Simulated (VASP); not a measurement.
Wanted: the native input for a VASP 6.6.1 run.

```
Task                   : single point
Functional             : PBE
Potentials or basis    : VASP PAW PBE potentials, release 64 (V_sv)
Cutoff                 : 520 eV
k mesh                 : 8 × 9 × 9
Occupations            : gaussian, width 0.05 eV
Spin                   : collinear spin, ferromagnetic start
Starting moments       : [2.0] μB
Dipole correction      : no
Further INCAR settings : ALGO = Normal; EDIFF = 1e-06; NBANDS = 16
```

The structure of V lies in POSCAR:

```
V
1.0
   -0.0756486300      2.0481251500      1.8548618400
    1.9021292400      0.0263380700      1.7528751400
    1.8823854000      1.9263946100      0.0460819200
V
1
Direct
    0.0000000000      0.0000000000      0.0000000000
```

These files were run (other wordings do the same):

INCAR

```
SYSTEM = V
  PREC = Accurate
  ENCUT = 520
  EDIFF = 1E-6
  ISMEAR = 0
  SIGMA = 0.05
  LREAL = .False.
  LASPH = .True.
  NELM = 150
  ALGO = Normal
  ISIF = 2
  LWAVE = .False.
  LCHARG = .False.
  ISPIN = 2
  MAGMOM = 2
  LORBIT = 11
  LMAXMIX = 4
  GGA = PE
  NBANDS = 16
```

KPOINTS

```
Automatic mesh
0
Gamma
  8 9 9
  0 0 0
```

Potentials or basis: VASP PAW PBE potentials, release 64 (V_sv).

Launch:

```console
$ cat potpaw_PBE.64/V_sv/POTCAR > POTCAR
$ mpirun -np 1 vasp_std > vasp.out
```

It gave:

- Pressure: 3.8 GPa
- Net moment: 0.00 μB per cell
- Valence electrons inside the program's atomic spheres: V 11.65

Caveat: the stress differs along the axes, from -8 to 11 GPa; the moments typed at the start vanished in this run.

Wall time 43 s on 1 thread of Intel(R) Xeon(R) 6975P-C (Granite Rapids), on a shared host, peak memory 0.22 GiB.
